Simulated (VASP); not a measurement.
# HgTe (Fm-3m) in VASP: settings compared, part 2 of 2

VASP 6.6.1. Earlier steps stand in the parts before.

## 6. Single point, LDA

This run uses another cell than the first one, of 31.51 Å³/atom, 0.925 times its volume.

File INCAR:

```
SYSTEM = HgTe
PREC = Accurate
ENCUT = 520
EDIFF = 1E-6
ISMEAR = -1
SIGMA = 0.05
LREAL = .False.
LASPH = .True.
NELM = 60
ALGO = Normal
ISIF = 2
LWAVE = .False.
LCHARG = .False.
NBANDS = 16
```

File KPOINTS:

```
regular mesh
0
Gamma
  7 7 7
  0 0 0
```

File POSCAR:

```
HgTe
1.0
    0.0000000000      3.1586570750      3.1586570750
    3.1586570750      0.0000000000      3.1586570750
    3.1586570750      3.1586570750      0.0000000000
Hg Te
1 1
Direct
    0.0000000000      0.0000000000      0.0000000000
    0.5000000000      0.5000000000      0.5000000000
```

Potentials or basis: VASP PAW LDA potentials, release 64 (Hg, Te).

Command:

```console
$ cat potpaw_LDA.64/Hg/POTCAR potpaw_LDA.64/Te/POTCAR > POTCAR
$ mpirun -np 1 vasp_std > vasp.out
```

OUTCAR:

```text
SYSTEM = HgTe
   PREC = Accurate
   ENCUT = 520
   EDIFF = 1E-6
   ISMEAR = -1
   LREAL = .False.
   LASPH = .True.
   NELM = 60
   ISIF = 2

 ion  position               nearest neighbor table
   1  0.000  0.000  0.000-   2 3.16   2 3.16   2 3.16   2 3.16   2 3.16   2 3.16
   2  0.500  0.500  0.500-   1 3.16   1 3.16   1 3.16   1 3.16   1 3.16   1 3.16

  LATTYP: Found a face centered cubic cell.
 ALAT       =     6.3173141500

  Lattice vectors:

 A1 = (   0.0000000000,   3.1586570750,   3.1586570750)
 A2 = (   3.1586570750,   0.0000000000,   3.1586570750)
 A3 = (   3.1586570750,   3.1586570750,   0.0000000000)

Analysis of symmetry for initial positions (statically):
=====================================================================
 Subroutine PRICEL returns:
 Original cell was already a primitive cell.

 Routine SETGRP: Setting up the symmetry group for a
 face centered cubic supercell.

 Subroutine GETGRP returns: Found 48 space group operations
 (whereof 48 operations were pure point group operations)
 out of a pool of 48 trial point group operations.

The static configuration has the point symmetry O_h .

Analysis of symmetry for dynamics (positions and initial velocities):
=====================================================================
 Subroutine PRICEL returns:
 Original cell was already a primitive cell.

 Routine SETGRP: Setting up the symmetry group for a
 face centered cubic supercell.

 Subroutine GETGRP returns: Found 48 space group operations
 (whereof 48 operations were pure point group operations)
 out of a pool of 48 trial point group operations.

The dynamic configuration has the point symmetry O_h .

 Subroutine INISYM returns: Found 48 space group operations
 (whereof 48 operations are pure point group operations),
 and found     1 'primitive' translations

----------------------------------------------------------------------------------------

                                     Primitive cell

  volume of cell :      63.0286

  direct lattice vectors                    reciprocal lattice vectors
     0.000000000  3.158657075  3.158657075    -0.158295120  0.158295120  0.158295120
     3.158657075  0.000000000  3.158657075     0.158295120 -0.158295120  0.158295120
     3.158657075  3.158657075  0.000000000     0.158295120  0.158295120 -0.158295120

  length of vectors
     4.467015674  4.467015674  4.467015674     0.274175190  0.274175190  0.274175190

  position of ions in fractional coordinates (direct lattice)
     0.000000000  0.000000000  0.000000000
     0.500000000  0.500000000  0.500000000

  ion indices of the primitive-cell ions
   primitive index   ion index
                 1           1
                 2           2

----------------------------------------------------------------------------------------

 KPOINTS: regular mesh

Automatic generation of k-mesh.
 Grid dimensions read from file:
 generate k-points for:    7    7    7

 Generating k-lattice:

  Cartesian coordinates                     Fractional coordinates (reciprocal lattice)
    -0.022613589  0.022613589  0.022613589     0.142857143  0.000000000  0.000000000
     0.022613589 -0.022613589  0.022613589     0.000000000  0.142857143  0.000000000
     0.022613589  0.022613589 -0.022613589     0.000000000  0.000000000  0.142857143

  Length of vectors
     0.039167884  0.039167884  0.039167884

  Shift w.r.t. Gamma in fractional coordinates (k-lattice)
     0.000000000  0.000000000  0.000000000

 Subroutine IBZKPT returns following result:
 ===========================================

 Found     20 irreducible k-points:

 Following reciprocal coordinates:
            Coordinates               Weight
  0.000000  0.000000  0.000000      1.000000
  0.142857  0.000000  0.000000      8.000000
  0.285714  0.000000  0.000000      8.000000
  0.428571  0.000000  0.000000      8.000000
  0.142857  0.142857  0.000000      6.000000
  0.285714  0.142857  0.000000     24.000000
[... 12 lines left out ...]
 -0.428571  0.428571  0.142857     24.000000
 -0.285714  0.428571  0.142857     24.000000
   k-points           NKPTS =     20   k-points in BZ     NKDIM =     20   number of bands    NBANDS=     16
   number of dos      NEDOS =    301   number of ions     NIONS =      2
   total plane-waves  NPLWV =  46656
   dimension x,y,z NGX =    36 NGY =   36 NGZ =   36
   dimension x,y,z NGXF=    72 NGYF=   72 NGZF=   72
   ions per type =               1   1
   NGX,Y,Z   is equivalent  to a cutoff of  13.40, 13.40, 13.40 a.u.
   NGXF,Y,Z  is equivalent  to a cutoff of  26.80, 26.80, 26.80 a.u.
 SYSTEM =  HgTe
   PREC   = accura    normal or accurate (medium, high low for compatibility)
   ISTART =      0    job   : 0-new  1-cont  2-samecut
   ICHARG =      2    charge: 1-file 2-atom 10-const
   ISPIN  =      1    spin polarized calculation?
   LNONCOLLINEAR =      F non collinear calculations
   LSORBIT =      F    spin-orbit coupling
   LASPH  =      T    aspherical Exc in radial PAW
   ENCUT  =  520.0 eV  38.22 Ry    6.18 a.u.   8.31  8.31  8.31*2*pi/ulx,y,z
   NELM   =     60;   NELMIN=  2; NELMDL= -5     # of ELM steps
   EDIFF  = 0.1E-05   stopping-criterion for ELM
   LREAL  =      F    real-space projection
   EDIFFG = 0.1E-04   stopping-criterion for IOM
   NSW    =      0    number of steps for IOM
   IBRION =     -1    ionic relax: 0-MD 1-quasi-New 2-CG
   NFREE  =      0    steps in history (QN), initial steepest desc. (CG)
   ISIF   =      2    stress and relaxation
   ISYM   =      2    0-nonsym 1-usesym 2-fastsym
   POTIM  = 0.5000    time-step for ionic-motion
   TEBEG  =    0.0;   TEEND  =   0.0 temperature during run
   PSTRESS=    0.0 pullay stress
   NELECT =      18.0000    total number of electrons
   NUPDOWN=      -1.0000    fix difference up-down
   EMIN   =  10.00;   EMAX   =-10.00  energy-range for DOS
   EFERMI =   0.00;   METHOD = LEGACY
   ISMEAR =    -1;   SIGMA  =   0.05  broadening in eV -4-tet -1-fermi 0-gaus
   EFERMI_NEDOS =   21; number of points for ismear=-14 and -15
   IALGO  =     38    algorithm
   IMIX   =      4    mixing-type and parameters
     AMIX     =   0.40;   BMIX     =  1.00
     AMIX_MAG =   1.60;   BMIX_MAG =  1.00
  volume/ion in A,a.u.               =      31.51       212.67
  Fermi-wavevector in a.u.,A,eV,Ry     =   1.078085  2.037286 15.813620  1.162268
  Thomas-Fermi vector in A             =   2.214015
   LORBIT       =      0    0 simple, 1 ext, 2 COOP (PROOUT), +10 PAW based schemes
   GGA     = CA    functional components
   LHFCALC =     F    Hartree Fock is set to
   AEXX    =    0.0000 exact exchange contribution
   IVDW    =     0    specifies the selected vdW correction
   LEPSILON=     F    determine dielectric tensor
   LRPA    =     F    only Hartree local field effects (RPA)
 non-spin polarized calculation
  energy-cutoff  :      520.00
  volume of cell :       63.03
 maximum number of plane-waves:      1720
 NGX is ok and might be reduce to    36
   NGX = 17   NGY = 17   NGZ = 17

 number of electron      18.0000000 magnetization

 Free energy of the ion-electron system (eV)
  ---------------------------------------------------
  ext. energy  EPLUGINS =         0.00000000
  ---------------------------------------------------
  free energy    TOTEN  =        -4.65275772 eV

  energy without entropy =       -4.64441244  energy(sigma->0) =       -4.64858508

 E-fermi :   3.1238     XC(G=0):  -9.6639

 val. band max:        3.1077961806   @ k =  -0.1429   0.1429   0.0000
 cond. band min:       3.2280268860   @ k =   0.4286   0.0000   0.0000
 fundamental gap:      0.1202307054
 Fermi energy:         3.1237577715

 k-point     1 :       0.0000    0.0000    0.0000
  band No.  band energies     occupation
      1      -8.3186      2.00000
      2      -3.2526      2.00000
      3      -3.2526      2.00000
      4      -3.1961      2.00000
      5      -3.1961      2.00000
      6      -3.1961      2.00000
[... 8 lines left out ...]
     15      10.6361      0.00000
     16      10.6361      0.00000
[... 343 lines left out ...]
 k-point    20 :      -0.2857    0.4286    0.1429
  band No.  band energies     occupation
      1      -7.3908      2.00000
      2      -3.4012      2.00000
      3      -3.2377      2.00000
      4      -3.1680      2.00000
      5      -3.0264      2.00000
      6      -2.8086      2.00000
[... 8 lines left out ...]
     15      13.1200      0.00000
     16      15.2423      0.00000

------------------------ aborting loop because EDIFF is reached ----------------------------------------

  FORCE on cell =-STRESS in cart. coord.  units (eV):
  Direction    XX          YY          ZZ          XY          YZ          ZX
  --------------------------------------------------------------------------------------
  -------------------------------------------------------------------------------------
  Total       -2.8743489     -2.8743489     -2.8743489      0.0000000     -0.0000000      0.0000000
  in kB      -73.0655472    -73.0655472    -73.0655472      0.0000000     -0.0000000      0.0000000
  external PRESSURE =     -73.0655472 kB  Pullay stress =       0.0000000 kB

 VOLUME and BASIS-vectors are now :
 -----------------------------------------------------------------------------
  energy-cutoff  :      520.00
  volume of cell :       63.03
      direct lattice vectors                 reciprocal lattice vectors
     0.000000000  3.158657075  3.158657075    -0.158295120  0.158295120  0.158295120
     3.158657075  0.000000000  3.158657075     0.158295120 -0.158295120  0.158295120
     3.158657075  3.158657075  0.000000000     0.158295120  0.158295120 -0.158295120

 POSITION                                       TOTAL-FORCE (eV/Angst)
 -----------------------------------------------------------------------------------
      0.00000      0.00000      0.00000         0.000000      0.000000      0.000000
      3.15866      3.15866      3.15866        -0.000000      0.000000     -0.000000
 -----------------------------------------------------------------------------------
    total drift:                               -0.000000      0.000000      0.000000

  FREE ENERGIE OF THE ION-ELECTRON SYSTEM (eV)
  ---------------------------------------------------
  free  energy   TOTEN  =        -4.6527577212 eV

  energy  without entropy=       -4.6444124355  energy(sigma->0) =       -4.64858508
```

Run time: 12 s. Hardware: 1 thread of Intel Xeon 6975P-C, shared host; peak memory 0.18 GiB.

What came out:

- Free energy: -4.6528 eV
- Pressure: -7.3 GPa
- Band gap on the k mesh: zero (band 9 reaches 3.28 eV, above the bottom of band 10 at 1.27 eV)

Caveat: spin-orbit coupling is left out, which moves the levels of the heavy elements.

## 7. Overview

| level | potentials or basis | cell | gap on the mesh (eV) | pressure (GPa) |
| --- | --- | --- | --- | --- |
| PBEsol | VASP PAW PBE potentials, release 64 (Hg, Te) | a = 4.585 Å, angles 60.0°, 2 atoms | none | -7.3 |
| LDA | VASP PAW LDA potentials, release 64 (Hg, Te) | a = 4.405 Å, angles 60.0°, 2 atoms | none | -6.3 |
| PBEsol | VASP PAW PBE potentials, release 64 (Hg, Te) | a = 4.405 Å, angles 60.0°, 2 atoms | none | -4.8 |
| LDA | VASP PAW LDA potentials, release 64 (Hg, Te) | a = 4.436 Å, angles 60.0°, 2 atoms | none | -6.8 |
| LDA | VASP PAW LDA potentials, release 64 (Hg, Te) | a = 4.467 Å, angles 60.0°, 2 atoms | none | -7.3 |

Alike in all rows: task single point; no spin polarisation; k mesh 7 × 7 × 7; cutoff (eV) 520; smearing fermi-dirac 0.05 eV.

Caveats: spin-orbit coupling is left out, which moves the levels of the heavy elements; the PAW data sets were made with another functional, which shifts forces and pressure a little (some runs).

Total energies depend on the potentials used, so only differences within one code and one set of settings carry meaning.
